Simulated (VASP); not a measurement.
The system is SnO2.

```
Sn O
1.0
     4.78800    0.00000    0.00000
     0.00000    4.86658    0.00000
     0.00000    0.00000    3.24090
Sn O
2 4
Direct
  0.50000 0.50000 0.50000
  0.00000 0.00000 0.00000
  0.29185 0.32104 0.00000
  0.79185 0.17896 0.50000
  0.20814 0.82104 0.50000
  0.70815 0.67896 0.00000
```

| Property | Result |
| --- | --- |
| Program | VASP 6.6.1 |
| Task | relaxation of cell and atoms |
| Functional | BLYP |
| Dispersion | D3(BJ) |
| Potentials or basis | VASP PAW PBE potentials, release 64 (Sn_d, O) |
| Cutoff | 600 eV |
| k mesh | 6 × 4 × 6 |
| Occupations | gaussian, width 0.01 eV |
| Spin | no spin polarisation |

At the start: pressure -0.8 GPa; volume 12.59 Å³/atom.

Task: How do energy, volume and symmetry change on relaxing?

Result: Over 22 steps the energy falls by 2.1 meV/atom and the volume is 12.53 Å³/atom (-0.4 %); space group Pnnm (No. 58, to 0.1 Å) before, P4_2/mnm (No. 136, to 0.1 Å).

The path:
```
step  energy change (eV)  largest force (eV/Å)  pressure (GPa)  volume (Å³)
   1              0.0000                0.1023           -0.77        75.52
   2             -0.0039                0.0437            0.51        74.86
   3             -0.0039                0.0449            0.45        74.88
   4             -0.0046                0.0606           -0.23        75.11
   5             -0.0047                0.0526           -0.05        75.06
   6             -0.0052                0.0431           -0.10        75.07
   7             -0.0061                0.0557           -0.14        75.12
   8             -0.0062                0.0762           -0.15        75.15
   9             -0.0065                0.0744           -0.10        75.13
  10             -0.0072                0.0688            0.02        75.09
  11             -0.0085                0.0593            0.29        75.01
  12             -0.0096                0.0385            0.79        74.84
  13             -0.0102                0.0249            0.62        74.91
  14             -0.0109                0.0086            0.35        75.02
  15             -0.0113                0.0363           -0.18        75.24
  16             -0.0113                0.0335           -0.13        75.22
  17             -0.0115                0.0295           -0.16        75.23
  18             -0.0118                0.0174           -0.17        75.25
  19             -0.0122                0.0073           -0.21        75.30
  20             -0.0123                0.0094            0.09        75.17
  21             -0.0123                0.0098            0.07        75.17
  22             -0.0123                0.0027            0.02        75.18
```

Final structure:
```
CELL_PARAMETERS angstrom
4.80379 0.00000 0.00000
0.00000 4.80974 0.00000
0.00000 0.00000 3.25387
ATOMIC_POSITIONS crystal
Sn 0.50000 0.50000 0.50000
Sn 0.00000 0.00000 0.00000
O 0.30535 0.30652 0.00000
O 0.80535 0.19348 0.50000
O 0.19465 0.80652 0.50000
O 0.69465 0.69348 0.00000
```

Caveat: the PAW data sets were made with another functional, which shifts forces and pressure a little.
